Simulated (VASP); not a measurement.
# CoO (I4/mmm) in VASP: relaxation of cell and atoms with PBE+U

Aim: the relaxation of cell and atoms of CoO with PBE+U.

All numbers are computed with VASP 6.6.1; they aren't measurements. Logs are shortened: lines on timing, memory, paths and dates and some standing lists are left out, and cuts for length are marked.

## 1. The cell of the first run

It takes space group I4/mmm (No. 139, tetragonal). The conventional cell has a = 3.011 Å, b = 3.011 Å, c = 4.534 Å, α = 90.00°, β = 90.00°, γ = 90.00°. Within 2.8 Å of Co (site symmetry 4/mmm) lie 6 O at 2.13 to 2.27 Å. O (site symmetry 4/mmm) has 6 Co at 2.13 to 2.27 Å within 2.8 Å.

## 2. Relaxation of cell and atoms, PBE+U, collinear spin, antiferromagnetic start

INCAR reads:

```
PREC     = Accurate       # precision mode
ENCUT    = 600            # plane-wave cutoff, eV
EDIFF    = 1E-7           # SCF threshold, eV
ISMEAR   = 0              # smearing method
SIGMA    = 0.02           # smearing width, eV
LREAL    = F              # projectors in reciprocal space
LASPH    = T              # aspherical terms in the spheres
NELM     = 200            # most SCF steps
ALGO     = Normal         # electronic algorithm
ISIF     = 3              # what is computed and relaxed
LWAVE    = F              # write WAVECAR
LCHARG   = F              # write CHGCAR
ISPIN    = 2              # spin polarisation
MAGMOM   = 2.9 -2.9 0 0   # initial moments
LORBIT   = 11             # projections on sites
LMAXMIX  = 4              # l up to which the mixer works
LDAU     = T              # DFT+U
LDAUTYPE = 2            
LDAUL    = 2 -1           # shell
LDAUU    = 5.3 0          # U, eV
LDAUJ    = 0 0          
LDAUPRINT= 1            
GGA      = PE             # functional
IBRION   = 2              # ionic algorithm
NSW      = 100            # ionic steps
EDIFFG   = -0.002         # ionic threshold
GGA_COMPAT= F            
NELMIN   = 4
```

KPOINTS reads:

```
Automatic mesh
0
Gamma
  10 10 6
```

POSCAR reads:

```
CoO
1.0
    0.0000000000      2.1293820557     -2.1293820557
    0.0000000000      2.1293820557      2.1293820557
    4.5339239981      0.0000000000      0.0000000000
Co O
2 2
Direct
    0.0000000000      0.0000000000      0.0000000000
    0.5000000000      0.5000000000      0.5000000000
    0.0000000000      1.0000000000      0.5000000000
    0.5000000000      1.5000000000      1.0000000000
```

Potentials or basis: VASP PAW PBE potentials, release 64 (Co_sv, O).

The run is started by

```bash
cat potpaw_PBE.64/Co_sv/POTCAR potpaw_PBE.64/O/POTCAR > POTCAR
mpirun -np 1 vasp_std > vasp.out
```

OUTCAR:

```text
PREC = Accurate
   ENCUT = 600
   EDIFF = 1E-7
   ISMEAR = 0
   LREAL = F
   LASPH = T
   NELM = 200
   ISIF = 3
   ISPIN = 2
   LORBIT = 11
   GGA = PE
   IBRION = 2
   NSW = 100
   EDIFFG = -0.002
   NELMIN = 4

 ion  position               nearest neighbor table
   1  0.000  0.000  0.000-   4 2.13   4 2.13   4 2.13   4 2.13
   2  0.500  0.500  0.500-   3 2.13   3 2.13   3 2.13   3 2.13
   3  0.000  0.000  0.500-   2 2.13   2 2.13   2 2.13   2 2.13
   4  0.500  0.500  0.000-   1 2.13   1 2.13   1 2.13   1 2.13

  LATTYP: Found a simple tetragonal cell.
 ALAT       =     3.0114009826
 C/A-ratio  =     1.5055862784

  Lattice vectors:

 A1 = (   0.0000000000,   2.1293820557,  -2.1293820557)
 A2 = (   0.0000000000,   2.1293820557,   2.1293820557)
 A3 = (   4.5339239981,   0.0000000000,   0.0000000000)

Analysis of symmetry for initial positions (statically):
=====================================================================
 Subroutine PRICEL returns following result:

  LATTYP: Found a body centered tetragonal cell.
 ALAT       =     3.0114009826
 C/A-ratio  =     1.5055862784
[... 12 lines left out ...]
 Subroutine GETGRP returns: Found 16 space group operations
 (whereof 16 operations were pure point group operations)
 out of a pool of 16 trial point group operations.

The static configuration has the point symmetry D_4h.

Analysis of symmetry for dynamics (positions and initial velocities):
=====================================================================
 Subroutine PRICEL returns following result:

  LATTYP: Found a body centered tetragonal cell.
 ALAT       =     3.0114009826
 C/A-ratio  =     1.5055862784
[... 12 lines left out ...]
 Subroutine GETGRP returns: Found 16 space group operations
 (whereof 16 operations were pure point group operations)
 out of a pool of 16 trial point group operations.

The dynamic configuration has the point symmetry D_4h.

Analysis of structural, dynamic, and magnetic symmetry:
=====================================================================
 Subroutine PRICEL returns following result:

  LATTYP: Found a body centered tetragonal cell.
 ALAT       =     3.0114009826
 C/A-ratio  =     1.5055862784
[... 12 lines left out ...]
 Subroutine GETGRP returns: Found 16 space group operations
 (whereof 16 operations were pure point group operations)
 out of a pool of 16 trial point group operations.

The overall configuration has the point symmetry D_4h.

 Subroutine INISYM returns: Found 16 space group operations
 (whereof 16 operations are pure point group operations),
 and found     2 'primitive' translations

----------------------------------------------------------------------------------------

                                     Primitive cell

  volume of cell :      20.5580

  direct lattice vectors                    reciprocal lattice vectors
    -2.266961999  0.000000000 -2.129382056    -0.220559498  0.234809906 -0.234809906
    -2.266961999  0.000000000  2.129382056    -0.220559498  0.234809906  0.234809906
     2.266961999  2.129382056  0.000000000     0.000000000  0.469619812  0.000000000

  length of vectors
     3.110206528  3.110206528  3.110206528     0.398645050  0.398645050  0.469619812

  position of ions in fractional coordinates (direct lattice)
     0.000000000  0.000000000  0.000000000
     0.500000000  0.500000000  0.000000000

  ion indices of the primitive-cell ions
   primitive index   ion index
                 1           1
                 2           3

----------------------------------------------------------------------------------------

 KPOINTS: Automatic mesh

Automatic generation of k-mesh.
 Grid dimensions read from file:
 generate k-points for:   10   10    6
[... 85 lines left out ...]
  volume/ion in A,a.u.               =      10.28        69.37
  Fermi-wavevector in a.u.,A,eV,Ry     =   1.699510  3.211608 39.298157  2.888333
  Thomas-Fermi vector in A             =   2.779814
   LORBIT       =     11    0 simple, 1 ext, 2 COOP (PROOUT), +10 PAW based schemes
 LDA+U is selected, type is set to LDAUTYPE =  2
   angular momentum for each species LDAUL =     2   -1
   U (eV)           for each species LDAUU =   5.3  0.0
   J (eV)           for each species LDAUJ =   0.0  0.0
   GGA     = PE    functional components
   LHFCALC =     F    Hartree Fock is set to
   AEXX    =    0.0000 exact exchange contribution
   IVDW    =     0    specifies the selected vdW correction
   LEPSILON=     F    determine dielectric tensor
   LRPA    =     F    only Hartree local field effects (RPA)
 conjugate gradient relaxation of ions
 spin polarized calculation
 Gauss-broadening in eV      SIGMA  =   0.02
  energy-cutoff  :      600.00
  volume of cell :       41.12
 maximum number of plane-waves:      1396
   NGX = 13   NGY = 13   NGZ = 19

--------------------------------------- Ionic step        1  -------------------------------------------

 number of electron      45.9999989 magnetization      -0.0000000

 number of electron      45.9999989 magnetization       0.0000000

 Free energy of the ion-electron system (eV)
  ---------------------------------------------------
  ext. energy  EPLUGINS =         0.00000000
  ---------------------------------------------------
  free energy    TOTEN  =       -21.97924777 eV

  energy without entropy =      -21.97924777  energy(sigma->0) =      -21.97924777

------------------------ aborting loop because EDIFF is reached ----------------------------------------

  FORCE on cell =-STRESS in cart. coord.  units (eV):
  Direction    XX          YY          ZZ          XY          YZ          ZX
  --------------------------------------------------------------------------------------
  -------------------------------------------------------------------------------------
  Total       -1.1151980     -1.2702327     -1.2702327     -0.0000000      0.0000000     -0.0000000
  in kB      -43.4561406    -49.4974081    -49.4974081     -0.0000000      0.0000000     -0.0000000
  external PRESSURE =     -47.4836523 kB  Pullay stress =       0.0000000 kB
[... 145 lines left out ...]
--------------------------------------- Ionic step        5  -------------------------------------------

 number of electron      46.0000018 magnetization      -0.0000000

atom =   1  type =  1  l = 2

 onsite density matrix

spin component  1

  0.9285 -0.0000 -0.0000  0.0000  0.0000
 -0.0000  0.9365  0.0000  0.0000  0.0000
 -0.0000  0.0000  0.9613 -0.0000  0.0039
  0.0000  0.0000 -0.0000  0.9285  0.0000
  0.0000  0.0000  0.0039  0.0000  0.9568

spin component  2

  0.9180  0.0000  0.0000  0.0000 -0.0000
  0.0000  0.0244  0.0000  0.0000 -0.0000
  0.0000  0.0000  0.0855  0.0000  0.0175
  0.0000  0.0000  0.0000  0.9180 -0.0000
 -0.0000 -0.0000  0.0175 -0.0000  0.0653

 occupancies and eigenvectors

  o =  0.0244  v =  0.0000  0.0000  0.0000  0.0000  0.0000  0.0000  1.0000  0.0000 -0.0000  0.0000      0.0000  0.0000  0.0000  0.0000  0.0000  0.0000  0.0000  0.0000  0.0000  0.0000
  o =  0.0551  v =  0.0000  0.0000  0.0000  0.0000  0.0000  0.0000  0.0000  0.5000 -0.0000 -0.8660      0.0000  0.0000  0.0000  0.0000  0.0000  0.0000  0.0000  0.0000  0.0000  0.0000
  o =  0.0956  v =  0.0000  0.0000  0.0000  0.0000  0.0000  0.0000 -0.0000  0.8660 -0.0000  0.5000      0.0000  0.0000  0.0000  0.0000  0.0000  0.0000  0.0000  0.0000  0.0000  0.0000
  o =  0.9180  v =  0.0000  0.0000  0.0000  0.0000  0.0000  1.0000  0.0000  0.0000  0.0000  0.0000      0.0000  0.0000  0.0000  0.0000  0.0000  0.0000  0.0000  0.0000  0.0000  0.0000
  o =  0.9180  v =  0.0000  0.0000  0.0000  0.0000  0.0000  0.0000  0.0000 -0.0000  1.0000  0.0000      0.0000  0.0000  0.0000  0.0000  0.0000  0.0000  0.0000  0.0000  0.0000  0.0000
  o =  0.9285  v =  1.0000  0.0000  0.0000  0.0000  0.0000  0.0000  0.0000  0.0000  0.0000  0.0000      0.0000  0.0000  0.0000  0.0000  0.0000  0.0000  0.0000  0.0000  0.0000  0.0000
  o =  0.9285  v =  0.0000  0.0000 -0.0000 -1.0000 -0.0000  0.0000  0.0000  0.0000  0.0000  0.0000      0.0000  0.0000  0.0000  0.0000  0.0000  0.0000  0.0000  0.0000  0.0000  0.0000
  o =  0.9365  v =  0.0000  1.0000 -0.0000  0.0000  0.0000  0.0000  0.0000  0.0000  0.0000  0.0000      0.0000  0.0000  0.0000  0.0000  0.0000  0.0000  0.0000  0.0000  0.0000  0.0000
  o =  0.9545  v =  0.0000 -0.0000 -0.5000 -0.0000  0.8660  0.0000  0.0000  0.0000  0.0000  0.0000      0.0000  0.0000  0.0000  0.0000  0.0000  0.0000  0.0000  0.0000  0.0000  0.0000
  o =  0.9635  v =  0.0000  0.0000  0.8660 -0.0000  0.5000  0.0000  0.0000  0.0000  0.0000  0.0000      0.0000  0.0000  0.0000  0.0000  0.0000  0.0000  0.0000  0.0000  0.0000  0.0000

atom =   2  type =  1  l = 2

 onsite density matrix

spin component  1

  0.9180  0.0000  0.0000 -0.0000 -0.0000
  0.0000  0.0244  0.0000  0.0000 -0.0000
  0.0000  0.0000  0.0855  0.0000  0.0175
 -0.0000  0.0000  0.0000  0.9180  0.0000
 -0.0000 -0.0000  0.0175  0.0000  0.0653

spin component  2

  0.9285 -0.0000 -0.0000 -0.0000  0.0000
 -0.0000  0.9365  0.0000 -0.0000  0.0000
 -0.0000  0.0000  0.9613 -0.0000  0.0039
 -0.0000 -0.0000 -0.0000  0.9285 -0.0000
  0.0000  0.0000  0.0039 -0.0000  0.9568

 occupancies and eigenvectors

  o =  0.0244  v =  0.0000 -1.0000  0.0000 -0.0000 -0.0000  0.0000  0.0000  0.0000  0.0000  0.0000      0.0000  0.0000  0.0000  0.0000  0.0000  0.0000  0.0000  0.0000  0.0000  0.0000
  o =  0.0551  v =  0.0000  0.0000  0.5000  0.0000 -0.8660  0.0000  0.0000  0.0000  0.0000  0.0000      0.0000  0.0000  0.0000  0.0000  0.0000  0.0000  0.0000  0.0000  0.0000  0.0000
  o =  0.0956  v =  0.0000 -0.0000  0.8660  0.0000  0.5000  0.0000  0.0000  0.0000  0.0000  0.0000      0.0000  0.0000  0.0000  0.0000  0.0000  0.0000  0.0000  0.0000  0.0000  0.0000
  o =  0.9180  v =  0.0000 -0.0000  0.0000 -1.0000  0.0000  0.0000  0.0000  0.0000  0.0000  0.0000      0.0000  0.0000  0.0000  0.0000  0.0000  0.0000  0.0000  0.0000  0.0000  0.0000
  o =  0.9180  v =  1.0000  0.0000  0.0000  0.0000  0.0000  0.0000  0.0000  0.0000  0.0000  0.0000      0.0000  0.0000  0.0000  0.0000  0.0000  0.0000  0.0000  0.0000  0.0000  0.0000
  o =  0.9285  v =  0.0000  0.0000  0.0000  0.0000  0.0000  0.0000  0.0000 -0.0000 -1.0000 -0.0000      0.0000  0.0000  0.0000  0.0000  0.0000  0.0000  0.0000  0.0000  0.0000  0.0000
  o =  0.9285  v =  0.0000  0.0000  0.0000  0.0000  0.0000  1.0000  0.0000  0.0000  0.0000  0.0000      0.0000  0.0000  0.0000  0.0000  0.0000  0.0000  0.0000  0.0000  0.0000  0.0000
  o =  0.9365  v =  0.0000  0.0000  0.0000  0.0000  0.0000  0.0000  1.0000  0.0000  0.0000  0.0000      0.0000  0.0000  0.0000  0.0000  0.0000  0.0000  0.0000  0.0000  0.0000  0.0000
  o =  0.9545  v =  0.0000  0.0000  0.0000  0.0000  0.0000  0.0000  0.0000 -0.5000 -0.0000  0.8660      0.0000  0.0000  0.0000  0.0000  0.0000  0.0000  0.0000  0.0000  0.0000  0.0000
  o =  0.9635  v =  0.0000  0.0000  0.0000  0.0000  0.0000  0.0000 -0.0000  0.8660 -0.0000  0.5000      0.0000  0.0000  0.0000  0.0000  0.0000  0.0000  0.0000  0.0000  0.0000  0.0000

 number of electron      46.0000018 magnetization       0.0000000

 Free energy of the ion-electron system (eV)
  ---------------------------------------------------
  ext. energy  EPLUGINS =         0.00000000
  ---------------------------------------------------
  free energy    TOTEN  =       -21.99642092 eV

  energy without entropy =      -21.99642092  energy(sigma->0) =      -21.99642092

 E-fermi :   8.2952     XC(G=0): -12.4066

 val. band max:        7.8825037901   @ k =   0.5000   0.0000   0.5000
 cond. band min:       9.0997113907   @ k =   0.0000   0.0000   0.5000
 fundamental gap:      1.2172076006
 Fermi energy:         8.2952291313

 spin component 1

 k-point     1 :       0.0000    0.0000    0.0000
  band No.  band energies     occupation
      1     -88.5488      1.00000
      2     -85.2032      1.00000
      3     -52.3781      1.00000
      4     -52.3780      1.00000
      5     -50.6230      1.00000
      6     -48.7334      1.00000
[... 1466 lines left out ...]
  FREE ENERGIE OF THE ION-ELECTRON SYSTEM (eV)
  ---------------------------------------------------
  free  energy   TOTEN  =       -21.9964209229 eV

  energy  without entropy=      -21.9964209229  energy(sigma->0) =      -21.99642092

 reached required accuracy - stopping structural energy minimisation

 total charge

# of ion       s       p       d       tot
------------------------------------------
    1        2.145   6.063   6.697  14.904
    2        2.145   6.063   6.697  14.904
    3        1.546   3.470   0.000   5.016
    4        1.546   3.470   0.000   5.016
--------------------------------------------------
tot          7.382  19.064  13.393  39.840

 magnetization (x)

# of ion       s       p       d       tot
------------------------------------------
    1        0.016   0.012   2.695   2.723
    2       -0.016  -0.012  -2.695  -2.723
    3       -0.009  -0.077   0.000  -0.086
    4        0.009   0.077   0.000   0.086
--------------------------------------------------
tot          0.000   0.000   0.000   0.000
```

Wall time 13 min (1 thread of AMD EPYC 7R13 (Zen 3), shared host); peak memory 0.26 GiB.

What came out:

```yaml
Free_energy: -21.9964 eV
Relaxed_volume: 9.99 Å³/atom
Relaxed_cell: a = 2.987 Å, b = 2.987 Å, c = 4.480 Å, α = 90.00°, β = 90.00°, γ = 90.00°
Space_group_after_relaxing_to_0.1_Å: I4/mmm (No. 139)
Energy_gained_by_relaxing: 4.3 meV/atom
Ionic_steps: 5
Pressure_after_relaxing: 0.0 GPa
Band_gap_on_the_k_mesh: 1.22 eV
Net_moment: 0.00 μB per cell
Site_moments: Co +2.72, -2.72; O -0.09, +0.09 μB
Valence_electrons_inside_the_program's_atomic_spheres: Co 14.90; O 5.02
```

Step by step:
| step | energy change (eV) | largest force (eV/Å) | pressure (GPa) | volume (Å³) |
| --- | --- | --- | --- | --- |
| 1 | 0.0000 | 0.0000 | -4.75 | 41.12 |
| 2 | -0.0094 | 0.0000 | 3.40 | 39.33 |
| 3 | -0.0168 | 0.0000 | -0.03 | 40.02 |
| 4 | -0.0171 | 0.0000 | 0.00 | 40.00 |
| 5 | -0.0172 | 0.0000 | 0.02 | 39.98 |

Final structure:
```
CELL_PARAMETERS angstrom
0.00000 2.11224 -2.11224
0.00000 2.11224 2.11224
4.48034 0.00000 0.00000
ATOMIC_POSITIONS crystal
Co 0.00000 0.00000 0.00000
Co 0.50000 0.50000 0.50000
O 0.00000 0.00000 0.50000
O 0.50000 0.50000 0.00000
```

Eigenvalues of the final occupation matrices:
| site | spin | trace | eigenvalues |
| --- | --- | --- | --- |
| site 1 d | 1 | 4.71 | 0.93 0.93 0.94 0.95 0.96 |
| site 1 d | 2 | 2.01 | 0.02 0.06 0.10 0.92 0.92 |
| site 2 d | 1 | 2.01 | 0.02 0.06 0.10 0.92 0.92 |
| site 2 d | 2 | 4.71 | 0.93 0.93 0.94 0.95 0.96 |

A k mesh can miss the band edges. The state reached can hang on the start; a lower one may exist.
